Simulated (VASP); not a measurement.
# KF (Fm-3m) in VASP: further runs, part 2 of 2

VASP 6.6.1. Earlier steps stand in the parts before.

### 3 Single point, PBEsol

This run uses another cell than the first one, of 16.13 Å³/atom.

INCAR

```
ALGO = Normal
EDIFF = 1E-6
ENCUT = 520
GGA = PS
ISIF = 2
ISMEAR = 0
LASPH = T
LCHARG = T
LELF = T
LREAL = F
LVHAR = T
LWAVE = F
NBANDS = 15
NELM = 100
PREC = Accurate
SIGMA = 0.01
```

KPOINTS

```
k-points
0
Gamma
  8 8 8
```

POSCAR

```
KF
1.0
    0.0000000000      2.5267279454      2.5267279454
    2.5267279454      0.0000000000      2.5267279454
    2.5267279454      2.5267279454      0.0000000000
K F
1 1
Direct
    0.0000000000      0.0000000000      0.0000000000
    0.5000000000      0.5000000000      0.5000000000
```

Potentials or basis: VASP PAW PBE potentials, release 64 (K_sv, F).

The run is started by

```
$ cat potpaw_PBE.64/K_sv/POTCAR potpaw_PBE.64/F/POTCAR > POTCAR
$ mpirun -np 1 vasp_std > vasp.out
```

OUTCAR:

```text
EDIFF = 1E-6
   ENCUT = 520
   GGA = PS
   ISIF = 2
   ISMEAR = 0
   LASPH = T
   LREAL = F
   NELM = 100
   PREC = Accurate

 ion  position               nearest neighbor table
   1  0.000  0.000  0.000-   2 2.53   2 2.53   2 2.53   2 2.53   2 2.53   2 2.53
   2  0.500  0.500  0.500-   1 2.53   1 2.53   1 2.53   1 2.53   1 2.53   1 2.53

  LATTYP: Found a face centered cubic cell.
 ALAT       =     5.0534558908

  Lattice vectors:

 A1 = (   0.0000000000,   2.5267279454,   2.5267279454)
 A2 = (   2.5267279454,   0.0000000000,   2.5267279454)
 A3 = (   2.5267279454,   2.5267279454,   0.0000000000)

Analysis of symmetry for initial positions (statically):
=====================================================================
 Subroutine PRICEL returns:
 Original cell was already a primitive cell.

 Routine SETGRP: Setting up the symmetry group for a
 face centered cubic supercell.

 Subroutine GETGRP returns: Found 48 space group operations
 (whereof 48 operations were pure point group operations)
 out of a pool of 48 trial point group operations.

The static configuration has the point symmetry O_h .

Analysis of symmetry for dynamics (positions and initial velocities):
=====================================================================
 Subroutine PRICEL returns:
 Original cell was already a primitive cell.

 Routine SETGRP: Setting up the symmetry group for a
 face centered cubic supercell.

 Subroutine GETGRP returns: Found 48 space group operations
 (whereof 48 operations were pure point group operations)
 out of a pool of 48 trial point group operations.

The dynamic configuration has the point symmetry O_h .

 Subroutine INISYM returns: Found 48 space group operations
 (whereof 48 operations are pure point group operations),
 and found     1 'primitive' translations

----------------------------------------------------------------------------------------

                                     Primitive cell

  volume of cell :      32.2631

  direct lattice vectors                    reciprocal lattice vectors
     0.000000000  2.526727945  2.526727945    -0.197884383  0.197884383  0.197884383
     2.526727945  0.000000000  2.526727945     0.197884383 -0.197884383  0.197884383
     2.526727945  2.526727945  0.000000000     0.197884383  0.197884383 -0.197884383

  length of vectors
     3.573332929  3.573332929  3.573332929     0.342745805  0.342745805  0.342745805

  position of ions in fractional coordinates (direct lattice)
     0.000000000  0.000000000  0.000000000
     0.500000000  0.500000000  0.500000000

  ion indices of the primitive-cell ions
   primitive index   ion index
                 1           1
                 2           2

----------------------------------------------------------------------------------------

 KPOINTS: k-points

Automatic generation of k-mesh.
 Grid dimensions read from file:
 generate k-points for:    8    8    8

 Generating k-lattice:

  Cartesian coordinates                     Fractional coordinates (reciprocal lattice)
    -0.024735548  0.024735548  0.024735548     0.125000000  0.000000000  0.000000000
     0.024735548 -0.024735548  0.024735548     0.000000000  0.125000000  0.000000000
     0.024735548  0.024735548 -0.024735548     0.000000000  0.000000000  0.125000000

  Length of vectors
[... 38 lines left out ...]
   number of dos      NEDOS =    301   number of ions     NIONS =      2
   total plane-waves  NPLWV =  21952
   dimension x,y,z NGX =    28 NGY =   28 NGZ =   28
   dimension x,y,z NGXF=    56 NGYF=   56 NGZF=   56
   ions per type =               1   1
   NGX,Y,Z   is equivalent  to a cutoff of  13.03, 13.03, 13.03 a.u.
   NGXF,Y,Z  is equivalent  to a cutoff of  26.05, 26.05, 26.05 a.u.
 SYSTEM =  unknown system
   PREC   = accura    normal or accurate (medium, high low for compatibility)
   ISTART =      0    job   : 0-new  1-cont  2-samecut
   ICHARG =      2    charge: 1-file 2-atom 10-const
   ISPIN  =      1    spin polarized calculation?
   LNONCOLLINEAR =      F non collinear calculations
   LSORBIT =      F    spin-orbit coupling
   LASPH  =      T    aspherical Exc in radial PAW
   ENCUT  =  520.0 eV  38.22 Ry    6.18 a.u.   6.64  6.64  6.64*2*pi/ulx,y,z
   NELM   =    100;   NELMIN=  2; NELMDL= -5     # of ELM steps
   EDIFF  = 0.1E-05   stopping-criterion for ELM
   LREAL  =      F    real-space projection
   EDIFFG = 0.1E-04   stopping-criterion for IOM
   NSW    =      0    number of steps for IOM
   IBRION =     -1    ionic relax: 0-MD 1-quasi-New 2-CG
   NFREE  =      0    steps in history (QN), initial steepest desc. (CG)
   ISIF   =      2    stress and relaxation
   ISYM   =      2    0-nonsym 1-usesym 2-fastsym
   POTIM  = 0.5000    time-step for ionic-motion
   TEBEG  =    0.0;   TEEND  =   0.0 temperature during run
   PSTRESS=    0.0 pullay stress
   NELECT =      16.0000    total number of electrons
   NUPDOWN=      -1.0000    fix difference up-down
   EMIN   =  10.00;   EMAX   =-10.00  energy-range for DOS
   EFERMI =   0.00;   METHOD = LEGACY
   ISMEAR =     0;   SIGMA  =   0.01  broadening in eV -4-tet -1-fermi 0-gaus
   EFERMI_NEDOS =   21; number of points for ismear=-14 and -15
   IALGO  =     38    algorithm
   IMIX   =      4    mixing-type and parameters
     AMIX     =   0.40;   BMIX     =  1.00
     AMIX_MAG =   1.60;   BMIX_MAG =  1.00
  volume/ion in A,a.u.               =      16.13       108.86
  Fermi-wavevector in a.u.,A,eV,Ry     =   1.295825  2.448754 22.846391  1.679162
  Thomas-Fermi vector in A             =   2.427320
   LORBIT       =      0    0 simple, 1 ext, 2 COOP (PROOUT), +10 PAW based schemes
   GGA     = PS    functional components
   LHFCALC =     F    Hartree Fock is set to
   AEXX    =    0.0000 exact exchange contribution
   IVDW    =     0    specifies the selected vdW correction
   LEPSILON=     F    determine dielectric tensor
   LRPA    =     F    only Hartree local field effects (RPA)
 non-spin polarized calculation
 Gauss-broadening in eV      SIGMA  =   0.01
  energy-cutoff  :      520.00
  volume of cell :       32.26
 maximum number of plane-waves:       893
   NGX = 13   NGY = 13   NGZ = 13

 number of electron      15.9999991 magnetization

 Free energy of the ion-electron system (eV)
  ---------------------------------------------------
  ext. energy  EPLUGINS =         0.00000000
  ---------------------------------------------------
  free energy    TOTEN  =        -8.41211571 eV

  energy without entropy =       -8.41211571  energy(sigma->0) =       -8.41211571

 E-fermi :  -2.3078     XC(G=0):  -9.4470

 val. band max:       -2.3963890779   @ k =   0.5000   0.5000   0.0000
 cond. band min:       4.5520659596   @ k =   0.0000   0.0000   0.0000
 fundamental gap:      6.9484550375
 Fermi energy:        -2.3078451348

 k-point     1 :       0.0000    0.0000    0.0000
  band No.  band energies     occupation
      1     -27.9660      2.00000
      2     -21.0108      2.00000
      3     -11.1023      2.00000
      4     -11.1023      2.00000
      5     -11.1023      2.00000
      6      -2.3984      2.00000
      7      -2.3984      2.00000
      8      -2.3984      2.00000
      9       4.5521      0.00000
     10       8.6438      0.00000
     11       8.6438      0.00000
     12       8.6438      0.00000
     13      10.5730      0.00000
     14      10.5730      0.00000
[... 401 lines left out ...]
      2     -21.2005      2.00000
      3     -11.6126      2.00000
      4     -11.4768      2.00000
      5     -11.2010      2.00000
      6      -3.1210      2.00000
      7      -2.7618      2.00000
      8      -2.7009      2.00000
      9       7.5281      0.00000
     10       8.3512      0.00000
     11      10.2332      0.00000
     12      11.1926      0.00000
     13      12.7027      0.00000
     14      14.0254      0.00000
     15      14.6348      0.00000

 [... further k-points ...]

------------------------ aborting loop because EDIFF is reached ----------------------------------------

  FORCE on cell =-STRESS in cart. coord.  units (eV):
  Direction    XX          YY          ZZ          XY          YZ          ZX
  --------------------------------------------------------------------------------------
  -------------------------------------------------------------------------------------
  Total        1.4633305      1.4633305      1.4633305      0.0000000     -0.0000000      0.0000000
  in kB       72.6687307     72.6687307     72.6687307      0.0000000     -0.0000000      0.0000000
  external PRESSURE =      72.6687307 kB  Pullay stress =       0.0000000 kB

 VOLUME and BASIS-vectors are now :
 -----------------------------------------------------------------------------
  energy-cutoff  :      520.00
  volume of cell :       32.26
      direct lattice vectors                 reciprocal lattice vectors
     0.000000000  2.526727945  2.526727945    -0.197884383  0.197884383  0.197884383
     2.526727945  0.000000000  2.526727945     0.197884383 -0.197884383  0.197884383
     2.526727945  2.526727945  0.000000000     0.197884383  0.197884383 -0.197884383

 POSITION                                       TOTAL-FORCE (eV/Angst)
 -----------------------------------------------------------------------------------
      0.00000      0.00000      0.00000        -0.000000     -0.000000     -0.000000
      2.52673      2.52673      2.52673         0.000000      0.000000      0.000000
 -----------------------------------------------------------------------------------
    total drift:                                0.000000      0.000000      0.000000

  FREE ENERGIE OF THE ION-ELECTRON SYSTEM (eV)
  ---------------------------------------------------
  free  energy   TOTEN  =        -8.4121157090 eV

  energy  without entropy=       -8.4121157090  energy(sigma->0) =       -8.41211571
```

OSZICAR:

```text
N       E                     dE             d eps       ncg     rms          rms(c)
DAV:   1     0.113361913894E+03    0.11336E+03   -0.84852E+03   870   0.106E+03
DAV:   2    -0.514847876889E+01   -0.11851E+03   -0.10936E+03  1122   0.288E+02
DAV:   3    -0.940794882743E+01   -0.42595E+01   -0.42437E+01  1123   0.498E+01
DAV:   4    -0.951320847847E+01   -0.10526E+00   -0.10525E+00  1161   0.759E+00
DAV:   5    -0.951520978635E+01   -0.20013E-02   -0.20013E-02  1167   0.873E-01    0.642E+00
DAV:   6    -0.844398754248E+01    0.10712E+01   -0.27794E+00   933   0.159E+01    0.535E+00
DAV:   7    -0.841727654068E+01    0.26711E-01   -0.69508E-02  1122   0.231E+00    0.309E+00
DAV:   8    -0.841071718253E+01    0.65594E-02   -0.42007E-02   989   0.210E+00    0.199E-01
DAV:   9    -0.841172591531E+01   -0.10087E-02   -0.43799E-03  1094   0.560E-01    0.120E-01
DAV:  10    -0.841198570363E+01   -0.25979E-03   -0.36015E-04   956   0.190E-01    0.626E-02
DAV:  11    -0.841211947590E+01   -0.13377E-03   -0.13276E-04   919   0.972E-02    0.190E-02
DAV:  12    -0.841211570904E+01    0.37669E-05   -0.15738E-05  1111   0.441E-02    0.472E-03
DAV:  13    -0.841211570902E+01    0.24556E-10   -0.21417E-06   968   0.140E-02
   1 F= -.84121157E+01 E0= -.84121157E+01  d E =-.597643E-38
```

stdout:

```text
POSCAR found type information on POSCAR K F
 POSCAR found :  2 types and       2 ions
 scaLAPACK will be used
 -----------------------------------------------------------------------------
|                                                                             |
|                                                                             |
|     You enforced a specific xc type in the INCAR file but a different       |
|     I HOPE YOU KNOW WHAT YOU ARE DOING!                                     |
|                                                                             |
 -----------------------------------------------------------------------------

 LDA part: xc-table for (Slater+PW92), standard interpolation
 POSCAR, INCAR and KPOINTS ok, starting setup
 FFT: planning ... GRIDC
 FFT: planning ... GRID_SOFT
 FFT: planning ... GRID
 WAVECAR not read
 entering main loop
```

Wall time 17 s (1 thread of Intel Xeon 8259CL, shared host); peak memory 0.16 GiB.

What came out:

```
Free energy            : -8.4121 eV
Pressure               : 7.3 GPa
Band gap on the k mesh : 6.95 eV
```

Caveat: the cell stands under pressure; the PAW data sets were made with another functional, which shifts forces and pressure a little.

### 4 Single point, PBEsol

This run uses another cell than the first one, of 15.47 Å³/atom.

INCAR

```
SYSTEM = KF
PREC = Accurate
ENCUT = 520
EDIFF = 1E-7
ISMEAR = 0
SIGMA = 0.01
LREAL = .FALSE.
LASPH = .TRUE.
NELM = 60
ALGO = Normal
ISIF = 2
LWAVE = .FALSE.
LCHARG = .TRUE.
GGA = PS
LELF = .TRUE.
LVHAR = .TRUE.
NBANDS = 15
```

KPOINTS

```
regular mesh
0
G
  8 8 8
  0 0 0
```

POSCAR

```
KF
1.0
    0.0000000000      2.4918027846      2.4918027846
    2.4918027846      0.0000000000      2.4918027846
    2.4918027846      2.4918027846      0.0000000000
K F
1 1
Direct
    0.0000000000      0.0000000000      0.0000000000
    0.5000000000      0.5000000000      0.5000000000
```

The run is started by

```
$ cat potpaw_PBE.64/K_sv/POTCAR potpaw_PBE.64/F/POTCAR > POTCAR
$ mpirun -np 1 vasp_std > vasp.out
```

It took 20 s on 1 thread of Intel Xeon 8259CL, shared host; peak memory 0.16 GiB.

The run converged. Its results:

* Free energy: -8.3381 eV
* Pressure: 10.3 GPa
* Band gap on the k mesh: 7.19 eV (least direct gap 7.21 eV)

Levels at points of the mesh, in eV from the valence-band top:
```tsv
k point	band 6	band 7	band 8	band 9	band 10	band 11
(0.00, 0.00, 0.00)	-0.03	-0.03	-0.03	7.19	11.11	11.11
(0.50, 0.00, 0.00)	-1.11	-0.61	-0.61	9.78	12.06	13.02
(0.50, 0.50, 0.00)	-0.04	0.00	0.00	8.11	11.41	13.38
```

Caveat: the cell stands under pressure; the PAW data sets were made with another functional, which shifts forces and pressure a little. A k mesh can miss the band edges.

### 5 Single point, PBEsol

This run uses another cell than the first one, of 17.72 Å³/atom.

INCAR

```
PREC = Accurate
ENCUT = 520
EDIFF = 1E-6
ISMEAR = 0
SIGMA = 0.01
LREAL = F
LASPH = T
NELM = 80
ALGO = Normal
ISIF = 2
LWAVE = F
LCHARG = F
GGA = PS
NBANDS = 15
```

KPOINTS

```
regular mesh
0
Gamma
  8 8 8
```

POSCAR

```
KF
1.0
    0.0000000000      2.6072367928      2.6072367928
    2.6072367928      0.0000000000      2.6072367928
    2.6072367928      2.6072367928      0.0000000000
K F
1 1
Direct
    0.0000000000      0.0000000000      0.0000000000
    0.5000000000      0.5000000000      0.5000000000
```

The run is started by

```
$ cat potpaw_PBE.64/K_sv/POTCAR potpaw_PBE.64/F/POTCAR > POTCAR
$ mpirun -np 1 vasp_std > vasp.out
```

Run time: 19 s. Hardware: 1 thread of Intel Xeon 8259CL, shared host; peak memory 0.16 GiB.

The run converged. Its results:

```yaml
Free_energy: -8.5053 eV
Pressure: 2.1 GPa
Band_gap_on_the_k_mesh: 6.41 eV
```

Levels at points of the mesh, in eV from the valence-band top:
```tsv
k point	band 4	band 5	band 6	band 7	band 8	band 9	band 10	band 11	band 12	band 13
(0.00, 0.00, 0.00)	-9.02	-9.02	0.00	0.00	0.00	6.41	10.82	10.82	10.82	12.60
(0.50, 0.00, 0.00)	-9.06	-9.06	-0.90	-0.42	-0.42	9.27	11.00	12.40	12.40	14.81
(0.50, 0.50, 0.00)	-9.29	-9.29	-0.17	-0.04	-0.04	8.13	10.64	12.24	13.99	14.73
```

Caveat: the PAW data sets were made with another functional, which shifts forces and pressure a little. A k mesh can miss the band edges.

### 6 Single point, PBEsol

This run uses another cell than the first one, of 16.98 Å³/atom.

INCAR

```
SYSTEM = KF
  ALGO = Normal
  EDIFF = 1E-6
  ENCUT = 520
  GGA = PS
  ISIF = 2
  ISMEAR = 0
  LASPH = .True.
  LCHARG = .False.
  LREAL = .False.
  LWAVE = .False.
  NBANDS = 15
  NELM = 80
  PREC = Accurate
  SIGMA = 0.01
```

KPOINTS

```
k-points
0
Gamma
  8 8 8
  0 0 0
```

POSCAR

```
KF
1.0
    0.0000000000      2.5704363470      2.5704363470
    2.5704363470      0.0000000000      2.5704363470
    2.5704363470      2.5704363470      0.0000000000
K F
1 1
Direct
    0.0000000000      0.0000000000      0.0000000000
    0.5000000000      0.5000000000      0.5000000000
```

Potentials or basis: VASP PAW PBE potentials, release 64 (K_sv, F).

The run is started by

```
$ cat potpaw_PBE.64/K_sv/POTCAR potpaw_PBE.64/F/POTCAR > POTCAR
$ mpirun -np 1 vasp_std > vasp.out
```

OUTCAR:

```text
SYSTEM = KF
   EDIFF = 1E-6
   ENCUT = 520
   GGA = PS
   ISIF = 2
   ISMEAR = 0
   LASPH = .True.
   LREAL = .False.
   NELM = 80
   PREC = Accurate

 ion  position               nearest neighbor table
   1  0.000  0.000  0.000-   2 2.57   2 2.57   2 2.57   2 2.57   2 2.57   2 2.57
   2  0.500  0.500  0.500-   1 2.57   1 2.57   1 2.57   1 2.57   1 2.57   1 2.57

  LATTYP: Found a face centered cubic cell.
 ALAT       =     5.1408726940

  Lattice vectors:

[... 620 lines left out ...]

  FORCE on cell =-STRESS in cart. coord.  units (eV):
  Direction    XX          YY          ZZ          XY          YZ          ZX
  --------------------------------------------------------------------------------------
  -------------------------------------------------------------------------------------
  Total        0.8840898      0.8840898      0.8840898     -0.0000000     -0.0000000      0.0000000
  in kB       41.7019520     41.7019520     41.7019520     -0.0000000     -0.0000000      0.0000000
  external PRESSURE =      41.7019520 kB  Pullay stress =       0.0000000 kB

 VOLUME and BASIS-vectors are now :
 -----------------------------------------------------------------------------
  energy-cutoff  :      520.00
  volume of cell :       33.97
      direct lattice vectors                 reciprocal lattice vectors
     0.000000000  2.570436347  2.570436347    -0.194519503  0.194519503  0.194519503
     2.570436347  0.000000000  2.570436347     0.194519503 -0.194519503  0.194519503
     2.570436347  2.570436347  0.000000000     0.194519503  0.194519503 -0.194519503

 POSITION                                       TOTAL-FORCE (eV/Angst)
 -----------------------------------------------------------------------------------
      0.00000      0.00000      0.00000         0.000000      0.000000     -0.000000
      2.57044      2.57044      2.57044        -0.000000     -0.000000      0.000000
 -----------------------------------------------------------------------------------
    total drift:                                0.000000      0.000000      0.000000

  FREE ENERGIE OF THE ION-ELECTRON SYSTEM (eV)
  ---------------------------------------------------
  free  energy   TOTEN  =        -8.4746499797 eV

  energy  without entropy=       -8.4746499797  energy(sigma->0) =       -8.47464998
```

stdout:

```text
POSCAR found type information on POSCAR K F
 POSCAR found :  2 types and       2 ions
 scaLAPACK will be used
 -----------------------------------------------------------------------------
|                                                                             |
|                                                                             |
|     You enforced a specific xc type in the INCAR file but a different       |
|     I HOPE YOU KNOW WHAT YOU ARE DOING!                                     |
|                                                                             |
 -----------------------------------------------------------------------------

 LDA part: xc-table for (Slater+PW92), standard interpolation
 POSCAR, INCAR and KPOINTS ok, starting setup
 FFT: planning ... GRIDC
 FFT: planning ... GRID_SOFT
 FFT: planning ... GRID
 WAVECAR not read
 entering main loop
```

Run time: 25 s. Hardware: 1 thread of Intel Xeon 8259CL, shared host; peak memory 0.16 GiB.

What came out:

* Free energy: -8.4746 eV
* Pressure: 4.2 GPa
* Band gap on the k mesh: 6.65 eV

Caveat: the cell stands under pressure; the PAW data sets were made with another functional, which shifts forces and pressure a little.

### 7 The runs side by side

```tsv
cell	gap on the mesh (eV)	pressure (GPa)
a = 3.458 Å, angles 60.0°, 2 atoms	7.52	15.5
a = 3.573 Å, angles 60.0°, 2 atoms	6.95	7.3
a = 3.524 Å, angles 60.0°, 2 atoms	7.19	10.3
a = 3.687 Å, angles 60.0°, 2 atoms	6.41	2.1
a = 3.635 Å, angles 60.0°, 2 atoms	6.65	4.2
```

Alike in all rows: task single point; level PBEsol; potentials or basis VASP PAW PBE potentials, release 64 (K_sv, F); no spin polarisation; k mesh 8 × 8 × 8; cutoff (eV) 520; smearing gaussian 0.01 eV.

Caveats: the PAW data sets were made with another functional, which shifts forces and pressure a little; the cell stands under pressure (at least some runs).

Absolute energies hang on the potentials; compare differences alone.
